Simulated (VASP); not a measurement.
# Ca2B5 (P6/mmm) in VASP: notebook

The runs below take Ca2B5 through single point, relaxation of cell and atoms, with PBE.

Everything below comes from runs of VASP 6.6.1. Logs are shortened: lines on timing, memory, paths and dates and some standing lists are left out, and cuts for length are marked.

### Step 1. The cell of the first run

Symmetry: P6/mmm, No. 191, hexagonal system. Conventional cell: a = 4.531 Å, b = 4.531 Å, c = 4.563 Å, α = 90.00°, β = 90.00°, γ = 120.00°. Within 3.0 Å of Ca (site symmetry -6m2) lie 8 B at 2.28 to 2.63 Å and 3 Ca at 2.62 Å. Within 1.8 Å of B (site symmetry mmm) lie 2 B at 1.31 Å. B (site symmetry -6m2) has 3 B at 1.31 Å within 1.8 Å.

### Step 2. Single point, PBE

File INCAR:

```
SYSTEM = Ca2B5
  ALGO = Normal
  EDIFF = 1E-6
  ENCUT = 520
  GGA = PE
  ISIF = 2
  ISMEAR = 0
  LASPH = .True.
  LCHARG = .True.
  LELF = .True.
  LREAL = .False.
  LVHAR = .True.
  LWAVE = .False.
  NBANDS = 26
  NELM = 60
  PREC = Accurate
  SIGMA = 0.1
```

File KPOINTS:

```
k-points
0
Gamma
  6 6 4
  0 0 0
```

File POSCAR:

```
Ca2B5
1.0
    4.5311703200      0.0000000000      0.0000000000
   -2.2655851600      3.9241086100      0.0000000000
    0.0000000000      0.0000000000      4.5628011600
Ca B
2 5
Direct
    0.3333333300      0.6666666700      0.0000000000
    0.6666666700      0.3333333300      0.0000000000
    0.5000000000      0.0000000000      0.5000000000
    0.0000000000      0.5000000000      0.5000000000
    0.5000000000      0.5000000000      0.5000000000
    0.3333333300      0.6666666700      0.5000000000
    0.6666666700      0.3333333300      0.5000000000
```

Potentials or basis: VASP PAW PBE potentials, release 64 (Ca_sv, B).

The run is started by

```sh
$ cat potpaw_PBE.64/Ca_sv/POTCAR potpaw_PBE.64/B/POTCAR > POTCAR
$ mpirun -np 1 vasp_std > vasp.out
```

OUTCAR:

```text
SYSTEM = Ca2B5
   EDIFF = 1E-6
   ENCUT = 520
   GGA = PE
   ISIF = 2
   ISMEAR = 0
   LASPH = .True.
   LREAL = .False.
   NELM = 60
   PREC = Accurate

 ion  position               nearest neighbor table
   1  0.333  0.667  0.000-   6 2.28   6 2.28   2 2.62   2 2.62   2 2.62   4 2.63   4 2.63   3 2.63
                             3 2.63   5 2.63   5 2.63
   2  0.667  0.333  0.000-   7 2.28   7 2.28   1 2.62   1 2.62   1 2.62   4 2.63   4 2.63   3 2.63
                             3 2.63   5 2.63   5 2.63
   3  0.500  0.000  0.500-   6 1.31   7 1.31   1 2.63   2 2.63   1 2.63   2 2.63
   4  0.000  0.500  0.500-   6 1.31   7 1.31   1 2.63   2 2.63   1 2.63   2 2.63
   5  0.500  0.500  0.500-   6 1.31   7 1.31   1 2.63   2 2.63   1 2.63   2 2.63
   6  0.333  0.667  0.500-   4 1.31   3 1.31   5 1.31   1 2.28   1 2.28
   7  0.667  0.333  0.500-   4 1.31   3 1.31   5 1.31   2 2.28   2 2.28

  LATTYP: Found a hexagonal cell.
 ALAT       =     4.5311703200
 C/A-ratio  =     1.0069807219

  Lattice vectors:

 A1 = (   4.5311703200,   0.0000000000,   0.0000000000)
 A2 = (  -2.2655851600,   3.9241086100,   0.0000000000)
 A3 = (   0.0000000000,   0.0000000000,   4.5628011600)

Analysis of symmetry for initial positions (statically):
=====================================================================
 Subroutine PRICEL returns:
 Original cell was already a primitive cell.

 Routine SETGRP: Setting up the symmetry group for a
 hexagonal supercell.

 Subroutine GETGRP returns: Found 24 space group operations
 (whereof 24 operations were pure point group operations)
 out of a pool of 24 trial point group operations.

The static configuration has the point symmetry D_6h.

Analysis of symmetry for dynamics (positions and initial velocities):
=====================================================================
 Subroutine PRICEL returns:
 Original cell was already a primitive cell.

 Routine SETGRP: Setting up the symmetry group for a
 hexagonal supercell.

 Subroutine GETGRP returns: Found 24 space group operations
 (whereof 24 operations were pure point group operations)
 out of a pool of 24 trial point group operations.

The dynamic configuration has the point symmetry D_6h.

 Subroutine INISYM returns: Found 24 space group operations
 (whereof 24 operations are pure point group operations),
 and found     1 'primitive' translations

----------------------------------------------------------------------------------------

                                     Primitive cell

  volume of cell :      81.1303

  direct lattice vectors                    reciprocal lattice vectors
     4.531170320  0.000000000  0.000000000     0.220693536  0.127417472  0.000000000
    -2.265585160  3.924108610  0.000000000     0.000000000  0.254834945  0.000000000
     0.000000000  0.000000000  4.562801160     0.000000000  0.000000000  0.219163616

  length of vectors
     4.531170320  4.531170323  4.562801160     0.254834945  0.254834945  0.219163616

  position of ions in fractional coordinates (direct lattice)
     0.333333330  0.666666670  0.000000000
     0.666666670  0.333333330  0.000000000
     0.500000000  0.000000000  0.500000000
     0.000000000  0.500000000  0.500000000
     0.500000000  0.500000000  0.500000000
     0.333333330  0.666666670  0.500000000
     0.666666670  0.333333330  0.500000000

  ion indices of the primitive-cell ions
   primitive index   ion index
                 1           1
                 2           2
                 3           3
                 4           4
                 5           5
                 6           6
                 7           7

----------------------------------------------------------------------------------------

 KPOINTS: k-points

Automatic generation of k-mesh.
 Grid dimensions read from file:
 generate k-points for:    6    6    4

 Generating k-lattice:

  Cartesian coordinates                     Fractional coordinates (reciprocal lattice)
     0.036782256  0.021236245  0.000000000     0.166666667  0.000000000  0.000000000
     0.000000000  0.042472491  0.000000000     0.000000000  0.166666667  0.000000000
     0.000000000  0.000000000  0.054790904     0.000000000  0.000000000  0.250000000

  Length of vectors
     0.042472491  0.042472491  0.054790904

  Shift w.r.t. Gamma in fractional coordinates (k-lattice)
     0.000000000  0.000000000  0.000000000

 Subroutine IBZKPT returns following result:
 ===========================================

 Found     21 irreducible k-points:

 Following reciprocal coordinates:
            Coordinates               Weight
  0.000000  0.000000  0.000000      1.000000
  0.166667  0.000000  0.000000      6.000000
  0.333333  0.000000  0.000000      6.000000
  0.500000  0.000000  0.000000      3.000000
  0.166667  0.166667  0.000000      6.000000
  0.333333  0.166667  0.000000     12.000000
[... 13 lines left out ...]
  0.333333  0.166667  0.500000     12.000000
  0.333333  0.333333  0.500000      2.000000
   k-points           NKPTS =     21   k-points in BZ     NKDIM =     21   number of bands    NBANDS=     26
   number of dos      NEDOS =    301   number of ions     NIONS =      7
   total plane-waves  NPLWV =  46656
   dimension x,y,z NGX =    36 NGY =   36 NGZ =   36
   dimension x,y,z NGXF=    72 NGYF=   72 NGZF=   72
   ions per type =               2   5
   NGX,Y,Z   is equivalent  to a cutoff of  13.21, 13.21, 13.12 a.u.
   NGXF,Y,Z  is equivalent  to a cutoff of  26.42, 26.42, 26.23 a.u.
 SYSTEM =  Ca2B5
   PREC   = accura    normal or accurate (medium, high low for compatibility)
   ISTART =      0    job   : 0-new  1-cont  2-samecut
   ICHARG =      2    charge: 1-file 2-atom 10-const
   ISPIN  =      1    spin polarized calculation?
   LNONCOLLINEAR =      F non collinear calculations
   LSORBIT =      F    spin-orbit coupling
   LASPH  =      T    aspherical Exc in radial PAW
   ENCUT  =  520.0 eV  38.22 Ry    6.18 a.u.   8.42  8.42  8.48*2*pi/ulx,y,z
   NELM   =     60;   NELMIN=  2; NELMDL= -5     # of ELM steps
   EDIFF  = 0.1E-05   stopping-criterion for ELM
   LREAL  =      F    real-space projection
   EDIFFG = 0.1E-04   stopping-criterion for IOM
   NSW    =      0    number of steps for IOM
   IBRION =     -1    ionic relax: 0-MD 1-quasi-New 2-CG
   NFREE  =      0    steps in history (QN), initial steepest desc. (CG)
   ISIF   =      2    stress and relaxation
   ISYM   =      2    0-nonsym 1-usesym 2-fastsym
   POTIM  = 0.5000    time-step for ionic-motion
   TEBEG  =    0.0;   TEEND  =   0.0 temperature during run
   PSTRESS=    0.0 pullay stress
   NELECT =      35.0000    total number of electrons
   NUPDOWN=      -1.0000    fix difference up-down
   EMIN   =  10.00;   EMAX   =-10.00  energy-range for DOS
   EFERMI =   0.00;   METHOD = LEGACY
   ISMEAR =     0;   SIGMA  =   0.10  broadening in eV -4-tet -1-fermi 0-gaus
   EFERMI_NEDOS =   21; number of points for ismear=-14 and -15
   IALGO  =     38    algorithm
   IMIX   =      4    mixing-type and parameters
     AMIX     =   0.40;   BMIX     =  1.00
     AMIX_MAG =   1.60;   BMIX_MAG =  1.00
  volume/ion in A,a.u.               =      11.59        78.21
  Fermi-wavevector in a.u.,A,eV,Ry     =   1.237000  2.337592 20.819229  1.530170
  Thomas-Fermi vector in A             =   2.371586
   LORBIT       =      0    0 simple, 1 ext, 2 COOP (PROOUT), +10 PAW based schemes
   GGA     = PE    functional components
   LHFCALC =     F    Hartree Fock is set to
   AEXX    =    0.0000 exact exchange contribution
   IVDW    =     0    specifies the selected vdW correction
   LEPSILON=     F    determine dielectric tensor
   LRPA    =     F    only Hartree local field effects (RPA)
 non-spin polarized calculation
 Gauss-broadening in eV      SIGMA  =   0.10
  energy-cutoff  :      520.00
  volume of cell :       81.13
 maximum number of plane-waves:      2214
 NGX is ok and might be reduce to    36
   NGX = 17   NGY = 17   NGZ = 17

 number of electron      34.9999999 magnetization

 Free energy of the ion-electron system (eV)
  ---------------------------------------------------
  ext. energy  EPLUGINS =         0.00000000
  ---------------------------------------------------
  free energy    TOTEN  =       -22.75897580 eV

  energy without entropy =      -22.74325738  energy(sigma->0) =      -22.75111659

 E-fermi :   4.8704     XC(G=0): -10.2289

 val. band max:        4.8530687407   @ k =   0.3333   0.0000   0.0000
 cond. band min:       4.9033520769   @ k =   0.1667   0.1667   0.5000
 fundamental gap:      0.0502833362
 Fermi energy:         4.8704217511

 k-point     1 :       0.0000    0.0000    0.0000
  band No.  band energies     occupation
      1     -35.9029      2.00000
      2     -35.2593      2.00000
      3     -17.6433      2.00000
      4     -17.6433      2.00000
      5     -17.0147      2.00000
      6     -16.3923      2.00000
[... 18 lines left out ...]
     25       9.4241      0.00000
     26       9.6447      0.00000

 k-point     2 :       0.1667    0.0000    0.0000
  band No.  band energies     occupation
      1     -35.8667      2.00000
      2     -35.2993      2.00000
      3     -17.6835      2.00000
      4     -17.5771      2.00000
      5     -16.9789      2.00000
      6     -16.4301      2.00000
[... 18 lines left out ...]
     25       9.3971      0.00000
     26       9.7157      0.00000

 k-point     3 :       0.3333    0.0000    0.0000
  band No.  band energies     occupation
      1     -35.7724      2.00000
      2     -35.4012      2.00000
      3     -17.7572      2.00000
      4     -17.4223      2.00000
      5     -16.8858      2.00000
      6     -16.5269      2.00000
[... 485 lines left out ...]
 k-point    20 :       0.3333    0.1667    0.5000
  band No.  band energies     occupation
      1     -35.6954      2.00000
      2     -35.4812      2.00000
      3     -17.8208      2.00000
      4     -17.2255      2.00000
      5     -16.8872      2.00000
      6     -16.6657      2.00000
[... 18 lines left out ...]
     25       9.2015      0.00000
     26      10.1490      0.00000

 k-point    21 :       0.3333    0.3333    0.5000
  band No.  band energies     occupation
      1     -35.5893      2.00000
      2     -35.5893      2.00000
      3     -17.8671      2.00000
      4     -16.9043      2.00000
      5     -16.9043      2.00000
      6     -16.7767      2.00000
[... 18 lines left out ...]
     25       9.4228      0.00000
     26       9.4229      0.00000

------------------------ aborting loop because EDIFF is reached ----------------------------------------

  FORCE on cell =-STRESS in cart. coord.  units (eV):
  Direction    XX          YY          ZZ          XY          YZ          ZX
  --------------------------------------------------------------------------------------
  -------------------------------------------------------------------------------------
  Total       53.1564558     53.1564559     17.8534910      0.0000000     -0.0000000      0.0000000
  in kB     1049.7446007   1049.7446028    352.5744058      0.0000000     -0.0000000      0.0000000
  external PRESSURE =     817.3545364 kB  Pullay stress =       0.0000000 kB

 VOLUME and BASIS-vectors are now :
 -----------------------------------------------------------------------------
  energy-cutoff  :      520.00
  volume of cell :       81.13
      direct lattice vectors                 reciprocal lattice vectors
     4.531170320  0.000000000  0.000000000     0.220693536  0.127417472  0.000000000
    -2.265585160  3.924108610  0.000000000     0.000000000  0.254834945  0.000000000
     0.000000000  0.000000000  4.562801160     0.000000000  0.000000000  0.219163616

 POSITION                                       TOTAL-FORCE (eV/Angst)
 -----------------------------------------------------------------------------------
     -0.00000      2.61607      0.00000         0.000000      0.000000      0.000000
      2.26559      1.30804      0.00000        -0.000000      0.000000     -0.000000
      2.26559      0.00000      2.28140        -0.000000      0.000000      0.000000
     -1.13279      1.96205      2.28140        -0.000000      0.000000      0.000000
      1.13279      1.96205      2.28140        -0.000000      0.000000      0.000000
     -0.00000      2.61607      2.28140        -0.000000      0.000000      0.000000
      2.26559      1.30804      2.28140         0.000000     -0.000000      0.000000
 -----------------------------------------------------------------------------------
    total drift:                                0.000000     -0.000000     -0.000000

  FREE ENERGIE OF THE ION-ELECTRON SYSTEM (eV)
  ---------------------------------------------------
  free  energy   TOTEN  =       -22.7589757969 eV

  energy  without entropy=      -22.7432573842  energy(sigma->0) =      -22.75111659
```

Wall time 2 min (1 thread of AMD EPYC 7R13, shared host); peak memory 0.19 GiB.

What came out:

| Item | Value |
| --- | --- |
| Free energy | -22.7590 eV |
| Pressure | 81.7 GPa |

### Step 3. Single point, PBE

This run uses another cell than the first one, of 19.73 Å³/atom, 1.702 times its volume.

File INCAR:

```
SYSTEM = Ca2B5
  ALGO = Normal
  EDIFF = 1E-7
  ENCUT = 520
  GGA = PE
  ISIF = 2
  ISMEAR = 0
  LASPH = .True.
  LCHARG = .False.
  LREAL = .False.
  LWAVE = .False.
  NBANDS = 26
  NELM = 100
  PREC = Accurate
  SIGMA = 0.1
```

File KPOINTS:

```
k-points
0
Gamma
  9 9 8
  0 0 0
```

File POSCAR:

```
Ca2B5
1.0
    5.6677667895      0.0000000000      0.0000000000
   -2.8338833947      4.9084300224      0.0000000000
    0.0000000000      0.0000000000      4.9633336294
Ca B
2 5
Direct
    0.3333333333      0.6666666667      0.0000000000
    0.6666666667      0.3333333333      0.0000000000
    0.5000000000      0.0000000000      0.5000000000
    0.0000000000      0.5000000000      0.5000000000
    0.5000000000      0.5000000000      0.5000000000
    0.3333333333      0.6666666667      0.5000000000
    0.6666666667      0.3333333333      0.5000000000
```

Potentials or basis: VASP PAW PBE potentials, release 64 (Ca_sv, B).

The run is started by

```sh
$ cat potpaw_PBE.64/Ca_sv/POTCAR potpaw_PBE.64/B/POTCAR > POTCAR
$ mpirun -np 1 vasp_std > vasp.out
```

Run time: 3.9 min. Hardware: 1 thread of Intel Xeon Platinum 8375C at 2.90GHz (Ice Lake), shared host; peak memory 0.36 GiB.

It converged, with:

* Free energy: -34.0002 eV
* Pressure: 0.1 GPa

Stress tensor (GPa, compression positive):
```
0.00 0.00 0.00
0.00 0.00 0.00
0.00 0.00 0.24
```

Levels at points of the mesh, in eV from the Fermi level:
```
           k point  band 14  band 15  band 16  band 17  band 18  band 19  band 20  band 21  band 22  band 23
(0.00, 0.00, 0.00)    -3.94    -3.14    -0.84    -0.35    -0.35     1.11     1.11     1.14     2.70     2.70
(0.00, 0.00, 0.50)    -4.03    -4.03    -0.84     0.01     0.01     0.07     1.84     1.84     2.04     2.04
```

### Step 4. Relaxation of cell and atoms, PBE

This run uses another cell than the first one, of 19.64 Å³/atom, 1.695 times its volume.

File INCAR:

```
SYSTEM = Ca2B5
  ALGO = Normal
  EDIFF = 1E-7
  EDIFFG = -0.01
  ENCUT = 600
  GGA = PE
  IBRION = 2
  ISIF = 3
  ISMEAR = 0
  LASPH = .TRUE.
  LCHARG = .FALSE.
  LREAL = .FALSE.
  LWAVE = .FALSE.
  NELM = 100
  NSW = 100
  PREC = Accurate
  SIGMA = 0.1
```

File KPOINTS:

```
k-points
0
G
  9 9 8
  0 0 0
```

POSCAR: that of step 3 with these lines changed.

```diff
@@ -2,5 +2,5 @@
 1.0
-    5.6677667895      0.0000000000      0.0000000000
-   -2.8338833947      4.9084300224      0.0000000000
-    0.0000000000      0.0000000000      4.9633336294
+    5.6553958454      0.0000000000      0.0000000000
+   -2.8276979227      4.8977164706      0.0000000000
+    0.0000000000      0.0000000000      4.9639608266
 Ca B
```

The run is started by

```sh
$ cat potpaw_PBE.64/Ca_sv/POTCAR potpaw_PBE.64/B/POTCAR > POTCAR
$ mpirun -np 1 vasp_std > vasp.out
```

Wall time 6 min (1 thread of Intel Xeon Platinum 8375C at 2.90GHz (Ice Lake), shared host); peak memory 0.43 GiB.

It converged, with:

```yaml
Free_energy: -34.0045 eV
Relaxed_volume: 19.77 Å³/atom
Relaxed_cell: a = 5.669 Å, b = 5.669 Å, c = 4.971 Å, α = 90.00°, β = 90.00°, γ = 120.00°
Space_group_after_relaxing_to_0.05_Å: P6/mmm (No. 191)
Energy_gained_by_relaxing: 0.1 meV/atom
Ionic_steps: 2
Pressure_after_relaxing: 0.0 GPa
```

Step by step:
| step | energy change (eV) | largest force (eV/Å) | pressure (GPa) | volume (Å³) |
| --- | --- | --- | --- | --- |
| 1 | 0.0000 | 0.0000 | 0.36 | 137.49 |
| 2 | -0.0009 | 0.0000 | -0.04 | 138.38 |

Final structure:
```xyz
7
Lattice="5.6694 0.0000 0.0000 -2.8347 4.9098 0.0000 0.0000 0.0000 4.9714" Properties=species:S:1:pos:R:3 pbc="T T T"
Ca    0.0000    3.2732    4.9714
Ca    2.8347    1.6366    4.9714
B     2.8347    0.0000    2.4857
B    -1.4173    2.4549    2.4857
B     1.4173    2.4549    2.4857
B     0.0000    3.2732    2.4857
B     2.8347    1.6366    2.4857
```

Levels at points of the mesh, in eV from the Fermi level:
| k point | band 14 | band 15 | band 16 | band 17 | band 18 | band 19 | band 20 | band 21 |
| --- | --- | --- | --- | --- | --- | --- | --- | --- |
| (0.00, 0.00, 0.00) | -3.93 | -3.14 | -0.84 | -0.35 | -0.35 | 1.12 | 1.12 | 1.14 |
| (0.00, 0.00, 0.50) | -4.03 | -4.03 | -0.83 | 0.01 | 0.01 | 0.06 | 1.84 | 1.84 |

### Step 5. Single point, PBE

This run uses another cell than the first one, of 19.64 Å³/atom, 1.695 times its volume.

File INCAR:

```
PREC = Accurate
ENCUT = 520
EDIFF = 1E-6
ISMEAR = 0
SIGMA = 0.1
LREAL = F
LASPH = T
NELM = 100
ALGO = Normal
ISIF = 2
LWAVE = F
LCHARG = F
GGA = PE
NBANDS = 26
```

File KPOINTS:

```
regular mesh
0
Gamma
  6 6 4
```

POSCAR is that of step 4.

The run is started by

```sh
$ cat potpaw_PBE.64/Ca_sv/POTCAR potpaw_PBE.64/B/POTCAR > POTCAR
$ mpirun -np 1 vasp_std > vasp.out
```

Wall time 86 s (1 thread of Intel Xeon Platinum 8375C at 2.90GHz (Ice Lake), shared host); peak memory 0.27 GiB.

Results (log left out):

| Quantity | Value |
| --- | --- |
| Free energy | -34.0020 eV |
| Pressure | 0.3 GPa |

Levels at points of the mesh, in eV from the Fermi level:
```tsv
k point	band 16	band 17	band 18	band 19	band 20	band 21
(0.00, 0.00, 0.00)	-0.82	-0.34	-0.34	1.14	1.14	1.17
(0.50, 0.00, 0.00)	-1.85	-0.49	-0.33	0.73	0.80	1.57
(0.00, 0.00, 0.50)	-0.81	0.04	0.04	0.08	1.87	1.87
(0.50, 0.00, 0.50)	-2.90	-0.04	0.59	0.70	1.08	1.39
```

### Step 6. Summary

```csv
task,cell,k mesh,cutoff (eV),gap on the mesh (eV),pressure (GPa)
single point,"a = 4.531, b = 4.531, c = 4.563 Å, angles 90.0, 90.0, 120.0°, 7 atoms",6 × 6 × 4,520,none,81.7
single point,"a = 5.668, b = 5.668, c = 4.963 Å, angles 90.0, 90.0, 120.0°, 7 atoms",9 × 9 × 8,520,none,0.1
relaxation of cell and atoms,"relaxed from a = 5.655, b = 5.655, c = 4.964 Å, angles 90.0, 90.0, 120.0°, 7 atoms",9 × 9 × 8,600,none,0.0
single point,"a = 5.655, b = 5.655, c = 4.964 Å, angles 90.0, 90.0, 120.0°, 7 atoms",6 × 6 × 4,520,none,0.3
```

Alike in all rows: level PBE; potentials or basis VASP PAW PBE potentials, release 64 (Ca_sv, B); no spin polarisation; smearing gaussian 0.1 eV.

Absolute energies hang on the potentials; compare differences alone.
